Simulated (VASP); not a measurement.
# Cs3Pt (Pm-3m) in VASP: further runs

Runs on Cs3Pt. Level: PBE. Tasks: single point.

Everything below comes from runs of VASP 6.6.1. Logs are shortened: lines on timing, memory, paths and dates and some standing lists are left out, and cuts for length are marked.

**1. The cell of the first run**

It takes space group Pm-3m (No. 221, cubic). The conventional cell has a = 5.986 Å, b = 5.986 Å, c = 5.986 Å, α = 90.00°, β = 90.00°, γ = 90.00°. Cs (site symmetry 4/mmm) has 8 Cs at 4.23 Å and 4 Pt at 4.23 Å within 5.6 Å. Within 5.6 Å of Pt (site symmetry m-3m) lie 12 Cs at 4.23 Å.

**2. Single point, PBE (strained)**

The input, INCAR:

```
ALGO = Normal
EDIFF = 1E-6
ENCUT = 520
GGA = PE
ISIF = 2
ISMEAR = 0
LASPH = T
LCHARG = T
LELF = T
LREAL = F
LVHAR = T
LWAVE = F
NBANDS = 26
NELM = 100
PREC = Accurate
SIGMA = 0.1
```

The input, KPOINTS:

```
k-points
0
Gamma
  8 8 8
```

The input, POSCAR:

```
Cs3Pt
1.0
    5.9856485080      0.0000000000      0.0000000000
    0.0000000000      5.9856485080      0.0000000000
    0.0000000000      0.0000000000      5.9856485080
Cs Pt
3 1
Direct
    0.0000000000      0.0000000000      0.5000000000
    0.0000000000      0.5000000000      0.0000000000
    0.5000000000      0.0000000000      0.0000000000
    0.5000000000      0.5000000000      0.5000000000
```

Potentials or basis: VASP PAW PBE potentials, release 64 (Cs_sv, Pt).

Started as:

```
$ cat potpaw_PBE.64/Cs_sv/POTCAR potpaw_PBE.64/Pt/POTCAR > POTCAR
$ mpirun -np 1 vasp_std > vasp.out
```

OUTCAR:

```text
EDIFF = 1E-6
   ENCUT = 520
   GGA = PE
   ISIF = 2
   ISMEAR = 0
   LASPH = T
   LREAL = F
   NELM = 100
   PREC = Accurate

 ion  position               nearest neighbor table
   1  0.000  0.000  0.500-
   2  0.000  0.500  0.000-
   3  0.500  0.000  0.000-
   4  0.500  0.500  0.500-

  LATTYP: Found a simple cubic cell.
 ALAT       =     5.9856485080

  Lattice vectors:

 A1 = (   5.9856485080,   0.0000000000,   0.0000000000)
 A2 = (   0.0000000000,   5.9856485080,   0.0000000000)
 A3 = (   0.0000000000,   0.0000000000,   5.9856485080)

Analysis of symmetry for initial positions (statically):
=====================================================================
 Subroutine PRICEL returns:
 Original cell was already a primitive cell.

 Routine SETGRP: Setting up the symmetry group for a
 simple cubic supercell.

 Subroutine GETGRP returns: Found 48 space group operations
 (whereof 48 operations were pure point group operations)
 out of a pool of 48 trial point group operations.

The static configuration has the point symmetry O_h .

Analysis of symmetry for dynamics (positions and initial velocities):
=====================================================================
 Subroutine PRICEL returns:
 Original cell was already a primitive cell.

 Routine SETGRP: Setting up the symmetry group for a
 simple cubic supercell.

 Subroutine GETGRP returns: Found 48 space group operations
 (whereof 48 operations were pure point group operations)
 out of a pool of 48 trial point group operations.

The dynamic configuration has the point symmetry O_h .

 Subroutine INISYM returns: Found 48 space group operations
 (whereof 48 operations are pure point group operations),
 and found     1 'primitive' translations

----------------------------------------------------------------------------------------

                                     Primitive cell

  volume of cell :     214.4537

  direct lattice vectors                    reciprocal lattice vectors
     5.985648508  0.000000000  0.000000000     0.167066275  0.000000000  0.000000000
     0.000000000  5.985648508  0.000000000     0.000000000  0.167066275  0.000000000
     0.000000000  0.000000000  5.985648508     0.000000000  0.000000000  0.167066275

  length of vectors
     5.985648508  5.985648508  5.985648508     0.167066275  0.167066275  0.167066275

  position of ions in fractional coordinates (direct lattice)
     0.000000000  0.000000000  0.500000000
     0.000000000  0.500000000  0.000000000
     0.500000000  0.000000000  0.000000000
     0.500000000  0.500000000  0.500000000

  ion indices of the primitive-cell ions
   primitive index   ion index
                 1           1
                 2           2
                 3           3
                 4           4

----------------------------------------------------------------------------------------

 KPOINTS: k-points

Automatic generation of k-mesh.
 Grid dimensions read from file:
 generate k-points for:    8    8    8

 Generating k-lattice:

  Cartesian coordinates                     Fractional coordinates (reciprocal lattice)
     0.020883284  0.000000000  0.000000000     0.125000000  0.000000000  0.000000000
     0.000000000  0.020883284  0.000000000     0.000000000  0.125000000  0.000000000
     0.000000000  0.000000000  0.020883284     0.000000000  0.000000000  0.125000000

  Length of vectors
     0.020883284  0.020883284  0.020883284

  Shift w.r.t. Gamma in fractional coordinates (k-lattice)
     0.000000000  0.000000000  0.000000000

 Subroutine IBZKPT returns following result:
 ===========================================

 Found     35 irreducible k-points:

 Following reciprocal coordinates:
            Coordinates               Weight
  0.000000  0.000000  0.000000      1.000000
  0.125000  0.000000  0.000000      6.000000
  0.250000  0.000000  0.000000      6.000000
  0.375000  0.000000  0.000000      6.000000
  0.500000  0.000000  0.000000      3.000000
  0.125000  0.125000  0.000000     12.000000
[... 16 lines left out ...]
  0.375000  0.375000  0.125000     24.000000
  0.500000  0.375000  0.125000     24.000000
 [... further k-points ...]
   k-points           NKPTS =     35   k-points in BZ     NKDIM =     35   number of bands    NBANDS=     26
   number of dos      NEDOS =    301   number of ions     NIONS =      4
   total plane-waves  NPLWV = 110592
   dimension x,y,z NGX =    48 NGY =   48 NGZ =   48
   dimension x,y,z NGXF=    96 NGYF=   96 NGZF=   96
   ions per type =               3   1
   NGX,Y,Z   is equivalent  to a cutoff of  13.33, 13.33, 13.33 a.u.
   NGXF,Y,Z  is equivalent  to a cutoff of  26.66, 26.66, 26.66 a.u.
 SYSTEM =  unknown system
   PREC   = accura    normal or accurate (medium, high low for compatibility)
   ISTART =      0    job   : 0-new  1-cont  2-samecut
   ICHARG =      2    charge: 1-file 2-atom 10-const
   ISPIN  =      1    spin polarized calculation?
   LNONCOLLINEAR =      F non collinear calculations
   LSORBIT =      F    spin-orbit coupling
   LASPH  =      T    aspherical Exc in radial PAW
   ENCUT  =  520.0 eV  38.22 Ry    6.18 a.u.  11.13 11.13 11.13*2*pi/ulx,y,z
   NELM   =    100;   NELMIN=  2; NELMDL= -5     # of ELM steps
   EDIFF  = 0.1E-05   stopping-criterion for ELM
   LREAL  =      F    real-space projection
[... 7 lines left out ...]
   TEBEG  =    0.0;   TEEND  =   0.0 temperature during run
   PSTRESS=    0.0 pullay stress
   NELECT =      37.0000    total number of electrons
   NUPDOWN=      -1.0000    fix difference up-down
   EMIN   =  10.00;   EMAX   =-10.00  energy-range for DOS
   EFERMI =   0.00;   METHOD = LEGACY
   ISMEAR =     0;   SIGMA  =   0.10  broadening in eV -4-tet -1-fermi 0-gaus
   EFERMI_NEDOS =   21; number of points for ismear=-14 and -15
   IALGO  =     38    algorithm
   IMIX   =      4    mixing-type and parameters
     AMIX     =   0.40;   BMIX     =  1.00
     AMIX_MAG =   1.60;   BMIX_MAG =  1.00
  volume/ion in A,a.u.               =      53.61       361.80
  Fermi-wavevector in a.u.,A,eV,Ry     =   0.911376  1.722251 11.301081  0.830606
  Thomas-Fermi vector in A             =   2.035648
   LORBIT       =      0    0 simple, 1 ext, 2 COOP (PROOUT), +10 PAW based schemes
   GGA     = PE    functional components
   LHFCALC =     F    Hartree Fock is set to
   AEXX    =    0.0000 exact exchange contribution
   IVDW    =     0    specifies the selected vdW correction
   LEPSILON=     F    determine dielectric tensor
   LRPA    =     F    only Hartree local field effects (RPA)
 non-spin polarized calculation
 Gauss-broadening in eV      SIGMA  =   0.10
  energy-cutoff  :      520.00
  volume of cell :      214.45
 maximum number of plane-waves:      5832
 NGX is ok and might be reduce to    48
   NGX = 23   NGY = 23   NGZ = 23

 number of electron      36.9999999 magnetization

 Free energy of the ion-electron system (eV)
  ---------------------------------------------------
  ext. energy  EPLUGINS =         0.00000000
  ---------------------------------------------------
  free energy    TOTEN  =        -7.72724727 eV

  energy without entropy =       -7.71504073  energy(sigma->0) =       -7.72114400

 E-fermi :   2.2805     XC(G=0):  -7.4691

 val. band max:        2.2797713342   @ k =   0.5000   0.2500   0.0000
 cond. band min:       2.3559385701   @ k =   0.5000   0.2500   0.1250
 fundamental gap:      0.0761672359
 Fermi energy:         2.2805159683

 k-point     1 :       0.0000    0.0000    0.0000
  band No.  band energies     occupation
      1     -21.3419      2.00000
      2     -21.1876      2.00000
      3     -21.1876      2.00000
      4      -8.5389      2.00000
      5      -8.5389      2.00000
      6      -8.5389      2.00000
[... 18 lines left out ...]
     25       5.3318      0.00000
     26       5.3318      0.00000

 k-point     2 :       0.1250    0.0000    0.0000
  band No.  band energies     occupation
      1     -21.3367      2.00000
      2     -21.1929      2.00000
      3     -21.1876      2.00000
      4      -8.5231      2.00000
      5      -8.5231      2.00000
      6      -8.5158      2.00000
[... 18 lines left out ...]
     25       5.1082      0.00000
     26       5.2315      0.00000

 k-point     3 :       0.2500    0.0000    0.0000
  band No.  band energies     occupation
      1     -21.3224      2.00000
      2     -21.2074      2.00000
      3     -21.1874      2.00000
      4      -8.4804      2.00000
      5      -8.4804      2.00000
      6      -8.4473      2.00000
[... 18 lines left out ...]
     25       5.1157      0.00000
     26       5.1366      0.00000

 k-point     4 :       0.3750    0.0000    0.0000
  band No.  band energies     occupation
      1     -21.3029      2.00000
      2     -21.2271      2.00000
      3     -21.1872      2.00000
      4      -8.4284      2.00000
      5      -8.4284      2.00000
      6      -8.3384      2.00000
[... 18 lines left out ...]
     25       5.2528      0.00000
     26       5.2740      0.00000

 k-point     5 :       0.5000    0.0000    0.0000
  band No.  band energies     occupation
      1     -21.2908      2.00000
      2     -21.2393      2.00000
      3     -21.1871      2.00000
      4      -8.4023      2.00000
      5      -8.4023      2.00000
      6      -8.2268      2.00000
[... 18 lines left out ...]
     25       5.3154      0.00000
     26       5.3963      0.00000

 k-point     6 :       0.1250    0.1250    0.0000
  band No.  band energies     occupation
      1     -21.3317      2.00000
      2     -21.1952      2.00000
      3     -21.1902      2.00000
      4      -8.5411      2.00000
      5      -8.5070      2.00000
      6      -8.4615      2.00000
[... 427 lines left out ...]
 k-point    21 :       0.3750    0.2500    0.1250
  band No.  band energies     occupation
      1     -21.2841      2.00000
      2     -21.2277      2.00000
      3     -21.2046      2.00000
      4      -8.6050      2.00000
      5      -8.3067      2.00000
      6      -8.2475      2.00000
[... 18 lines left out ...]
     25       4.7484      0.00000
     26       5.0241      0.00000

 k-point    22 :       0.5000    0.2500    0.1250
  band No.  band energies     occupation
      1     -21.2726      2.00000
      2     -21.2388      2.00000
      3     -21.2049      2.00000
      4      -8.5990      2.00000
      5      -8.3161      2.00000
      6      -8.2419      2.00000
[... 18 lines left out ...]
     25       4.6148      0.00000
     26       5.1890      0.00000

 k-point    23 :       0.3750    0.3750    0.1250
  band No.  band energies     occupation
      1     -21.2687      2.00000
      2     -21.2311      2.00000
      3     -21.2163      2.00000
      4      -8.6418      2.00000
      5      -8.3570      2.00000
      6      -8.2208      2.00000
[... 18 lines left out ...]
     25       4.5449      0.00000
     26       5.1348      0.00000

 k-point    24 :       0.5000    0.3750    0.1250
  band No.  band energies     occupation
      1     -21.2570      2.00000
      2     -21.2386      2.00000
      3     -21.2203      2.00000
      4      -8.6528      2.00000
      5      -8.3863      2.00000
      6      -8.1955      2.00000
[... 18 lines left out ...]
     25       4.5274      0.00000
     26       5.3530      0.00000

 [... further k-points ...]
[... 5 lines left out ...]
  --------------------------------------------------------------------------------------
  -------------------------------------------------------------------------------------
  Total       -1.1614499     -1.1614499     -1.1614499      0.0000000      0.0000000     -0.0000000
  in kB       -8.6771565     -8.6771565     -8.6771565      0.0000000      0.0000000     -0.0000000
  external PRESSURE =      -8.6771565 kB  Pullay stress =       0.0000000 kB

 VOLUME and BASIS-vectors are now :
 -----------------------------------------------------------------------------
  energy-cutoff  :      520.00
  volume of cell :      214.45
      direct lattice vectors                 reciprocal lattice vectors
     5.985648508  0.000000000  0.000000000     0.167066275  0.000000000  0.000000000
     0.000000000  5.985648508  0.000000000     0.000000000  0.167066275  0.000000000
     0.000000000  0.000000000  5.985648508     0.000000000  0.000000000  0.167066275

 POSITION                                       TOTAL-FORCE (eV/Angst)
 -----------------------------------------------------------------------------------
      0.00000      0.00000      2.99282         0.000000      0.000000      0.000000
      0.00000      2.99282      0.00000         0.000000      0.000000      0.000000
      2.99282      0.00000      0.00000         0.000000      0.000000      0.000000
      2.99282      2.99282      2.99282         0.000000      0.000000      0.000000
 -----------------------------------------------------------------------------------
    total drift:                                0.000000     -0.000000      0.000000

  FREE ENERGIE OF THE ION-ELECTRON SYSTEM (eV)
  ---------------------------------------------------
  free  energy   TOTEN  =        -7.7272472686 eV

  energy  without entropy=       -7.7150407285  energy(sigma->0) =       -7.72114400
```

It took 3.3 min on 1 thread of Intel Xeon Platinum 8259CL at 2.50GHz (Skylake/Cascade Lake), shared host; peak memory 0.43 GiB.

Results:

```
Free energy            : -7.7272 eV
Pressure               : -0.9 GPa
Band gap on the k mesh : zero (an odd number of electrons rules out a gap without spin polarisation)
```

Levels at points of the mesh, in eV from the Fermi level:
```csv
k point,band 17,band 18,band 19,band 20,band 21,band 22
"(0.00, 0.00, 0.00)",-1.04,-1.04,-0.88,1.64,1.64,1.64
"(0.50, 0.00, 0.00)",-0.90,-0.88,-0.41,0.46,1.61,1.61
"(0.50, 0.50, 0.00)",-0.90,-0.83,0.61,0.61,1.14,1.27
"(0.50, 0.50, 0.50)",-0.87,-0.87,0.98,0.98,0.98,2.14
```

Caveat: the cell differs from its parent crystal (strained); spin-orbit coupling is left out, which moves the levels of the heavy elements.

**3. Single point, PBE (strained)**

The input, INCAR:

```
SYSTEM = Cs3Pt
PREC = Accurate
ENCUT = 520
EDIFF = 1E-6
ISMEAR = 0
SIGMA = 0.1
LREAL = .False.
LASPH = .True.
NELM = 100
ALGO = Normal
ISIF = 2
LWAVE = .False.
LCHARG = .False.
GGA = PE
NBANDS = 26
```

The input, KPOINTS:

```
regular mesh
0
Gamma
  8 8 8
  0 0 0
```

The input, POSCAR:

```
Cs3Pt
1.0
    5.6198652966      0.0000000000      0.0000000000
    0.0000000000      5.6198652966      0.0000000000
    0.0000000000      0.0000000000      5.6198652966
Cs Pt
3 1
Direct
    0.0000000000      0.0000000000      0.5000000000
    0.0000000000      0.5000000000      0.0000000000
    0.5000000000      0.0000000000      0.0000000000
    0.5000000000      0.5000000000      0.5000000000
```

Potentials or basis: VASP PAW PBE potentials, release 64 (Cs_sv, Pt).

Started as:

```
$ cat potpaw_PBE.64/Cs_sv/POTCAR potpaw_PBE.64/Pt/POTCAR > POTCAR
$ mpirun -np 1 vasp_std > vasp.out
```

Wall time 1.7 min (1 thread of Intel Xeon Platinum 8259CL at 2.50GHz (Skylake/Cascade Lake), shared host); peak memory 0.35 GiB.

It converged, with:

* Free energy: -7.7970 eV
* Pressure: 0.4 GPa
* Band gap on the k mesh: zero (an odd number of electrons rules out a gap without spin polarisation)

Levels at points of the mesh, in eV from the Fermi level:
```tsv
k point	band 15	band 16	band 17	band 18	band 19	band 20	band 21	band 22
(0.00, 0.00, 0.00)	-1.79	-1.64	-1.64	-1.64	-1.26	1.39	1.39	1.39
(0.50, 0.00, 0.00)	-1.53	-1.39	-1.39	-1.38	-0.46	0.11	1.40	1.42
(0.50, 0.50, 0.00)	-1.45	-1.39	-1.39	-1.33	0.63	0.63	0.84	1.46
(0.50, 0.50, 0.50)	-1.66	-1.66	-1.39	-1.39	0.90	0.90	0.90	2.34
```

Caveat: the cell differs from its parent crystal (strained); spin-orbit coupling is left out, which moves the levels of the heavy elements.

The gap in the log of VASP goes by the Fermi energy; the results here count the filled bands.